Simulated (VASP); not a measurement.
Here is a VASP 6.6.1 calculation.

Contents of INCAR:

```
ALGO = Normal
EDIFF = 1E-6
ENCUT = 520
GGA = PE
ISIF = 2
ISMEAR = 0
LASPH = True
LCHARG = False
LREAL = False
LWAVE = False
NBANDS = 37
NELM = 100
PREC = Accurate
SIGMA = 0.1
```

File KPOINTS:

```
k-points
0
Gamma
  3 3 4
```

The input POSCAR:

```
Rb3LuBe2
1.0
    6.7553312500      0.0000000000      0.0000000000
   -3.3776656250      5.8502884734      0.0000000000
    0.0000000000      0.0000000000      5.7887283583
Rb Lu Be
3 1 2
Direct
    0.5000000000      0.0000000000      0.5000000000
    0.0000000000      0.5000000000      0.5000000000
    0.5000000000      0.5000000000      0.5000000000
    0.0000000000      0.0000000000      0.0000000000
    0.3333333333      0.6666666667      0.0000000000
    0.6666666667      0.3333333333      0.0000000000
```

Potentials or basis: VASP PAW PBE potentials, release 64 (Rb_sv, Lu, Be).

Run with:

```bash
$ cat potpaw_PBE.64/Rb_sv/POTCAR potpaw_PBE.64/Lu/POTCAR potpaw_PBE.64/Be/POTCAR > POTCAR
$ mpirun -np 1 vasp_std > vasp.out
```

Problem. Predict the pressure.

Solution. 0.0 GPa.

Problem. Estimate the band gap on the k mesh.

Solution. Zero (band 28 reaches 1.66 eV, above the bottom of band 29 at 0.88 eV).

Stress tensor (GPa, compression positive):
```
-0.09  0.00  0.00
 0.00 -0.09  0.00
 0.00  0.00  0.30
```

Caveat: spin-orbit coupling is left out, which moves the levels of the heavy elements.
